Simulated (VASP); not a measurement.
Wanted: the native input for a VASP 6.6.1 run.

```yaml
Task: single point
Functional: PBE
Potentials_or_basis: VASP PAW PBE potentials, release 64 (Rh_pv)
Cutoff: 500 eV
k_mesh: 4 × 4 × 4
Occupations: fermi-dirac, width 0.15 eV
Spin: non-collinear spin, zero start, spin-orbit coupling
Starting_moments: "[[0, 0, 0]] μB"
Dipole_correction: no
Further_INCAR_settings: ALGO = Normal; EDIFF = 1e-06; NBANDS = 26
```

The structure of Rh lies in POSCAR:

```
Rh
1.0
    0.0000000000      1.9000613600      1.9000613600
    1.9000613600      0.0000000000      1.9000613600
    1.9000613600      1.9000613600      0.0000000000
Rh
1
Direct
    0.0000000000      0.0000000000      0.0000000000
```

One way to write it, as run:

INCAR

```
SYSTEM = Rh
ALGO     = Normal         ! electronic algorithm
EDIFF    = 1E-6           ! SCF threshold, eV
ENCUT    = 500            ! plane-wave cutoff, eV
GGA      = PE             ! functional
GGA_COMPAT= .False.      
ISIF     = 2              ! what is computed and relaxed
ISMEAR   = -1             ! smearing method
LASPH    = .True.         ! aspherical terms in the spheres
LCHARG   = .False.        ! write CHGCAR
LMAXMIX  = 4              ! l up to which the mixer works
LNONCOLLINEAR= .True.         ! non-collinear magnetism
LORBIT   = 11             ! projections on sites
LORBMOM  = .True.       
LREAL    = .False.        ! projectors in reciprocal space
LSORBIT  = .True.         ! spin-orbit coupling
LWAVE    = .False.        ! write WAVECAR
MAGMOM   = 0 0 0          ! initial moments
NBANDS   = 26             ! bands
NELM     = 200            ! most SCF steps
PREC     = Accurate       ! precision mode
SIGMA    = 0.15           ! smearing width, eV
```

KPOINTS

```
k-points
0
Gamma
  4 4 4
  0 0 0
```

Potentials or basis: VASP PAW PBE potentials, release 64 (Rh_pv).

Command:

```console
$ cat potpaw_PBE.64/Rh_pv/POTCAR > POTCAR
$ mpirun -np 1 vasp_ncl > vasp.out
```

Results of the run:

| Property | Result |
| --- | --- |
| Pressure | 0.1 GPa |
| Net moment | 0.00 μB per cell |
| Valence electrons inside the program's atomic spheres | Rh 13.81 |

Caveat: the k points lie up to 0.72 Å⁻¹ apart.

It took 5.4 s on 1 thread of AMD EPYC 9R45 96-Core Processor (Zen 5), with other jobs on the host, peak memory 0.12 GiB.
